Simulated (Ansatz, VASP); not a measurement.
# ZnSe: VASP beside Ansatz

```
Zn Se
1.0
     0.00000    2.74679    2.74679
     2.74679    0.00000    2.74679
     2.74679    2.74679    0.00000
Zn Se
1 1
Direct
  0.00000 0.00000 0.00000
  0.25000 0.25000 0.25000
```

Change from the starting cell: volume scaled by 0.88, PAW files.

Alike in both runs: task single point; functional PBE; k mesh 11 × 11 × 11; occupations fermi-dirac, width 0.1 eV; no spin polarisation.

```csv
,VASP,Ansatz
version,VASP 6.6.1,Ansatz 0.2.0
potentials or method,"VASP PAW PBE potentials, release 64 (Zn, Se)","PAW with Ansatz's default frozen-core files, scalar-relativistic"
plane-wave cutoff (eV),520,420
valence electrons in the cell,18,28
```

|  | VASP | Ansatz | Ansatz less VASP |
| --- | --- | --- | --- |
| pressure (GPa) | 10.0 | 9.7 | -0.33 |

VASP's potentials hold 18 valence electrons a cell and Ansatz's 28, so a difference there can come from the potentials and not from the codes.
